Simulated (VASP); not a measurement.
Here is a VASP 6.6.1 calculation.

POSCAR

```
AlN
1.0
    3.0448897663      0.0000000000      0.0000000000
   -1.5224448832      2.6369518894      0.0000000000
    0.0000000000      0.0000000000      4.8548817244
Al N
2 2
Direct
    0.3333333333      0.6666666667     -0.0015428725
    0.6666666667      0.3333333333      0.4984571275
    0.3333333333      0.6666666667      0.3815428725
    0.6666666667      0.3333333333      0.8815428725
```

Contents of INCAR.step1:

```
SYSTEM = AlN
ALGO = Normal ; EDIFF = 1E-4
ENCUT = 520 ; GGA = PE
ISMEAR = 0 ; LASPH = .True.
LCHARG = .False. ; LREAL = .False.
LWAVE = .True. ; NBANDS = 16
NELM = 100 ; PREC = Accurate
SIGMA = 0.02
```

File INCAR.step2:

```
SYSTEM = AlN
ALGO = Normal ; BPARAM = 11.95
CPARAM = 0.0093 ; EDIFF = 1E-6
ENCUT = 520 ; ISIF = 2
ISMEAR = 0 ; ISTART = 1
IVDW_NL = 2 ; LASPH = .True.
LCHARG = .True. ; LELF = .True.
LMIXTAU = .True. ; LREAL = .False.
LUSE_VDW = .True. ; LVHAR = .True.
LWAVE = .False. ; METAGGA = R2SCAN
NBANDS = 16 ; NELM = 100
PREC = Accurate ; SIGMA = 0.02
```

Contents of KPOINTS:

```
k-points
0
Gamma
  9 9 6
  0 0 0
```

Potentials or basis: VASP PAW PBE potentials, release 64 (Al, N).

Launch:

```sh
$ cat potpaw_PBE.64/Al/POTCAR potpaw_PBE.64/N/POTCAR > POTCAR
$ cp INCAR.step1 INCAR
$ mpirun -np 1 vasp_std > vasp.out
$ cp INCAR.step2 INCAR
$ mpirun -np 1 vasp_std > vasp.out
```

(1) Estimate the band gap on the k mesh.

(2) What does it give for the pressure?

Answers

(1) 5.46 eV, direct.

(2) 14.5 GPa.

Caveat: the PAW data sets were made with another functional, which shifts forces and pressure a little.
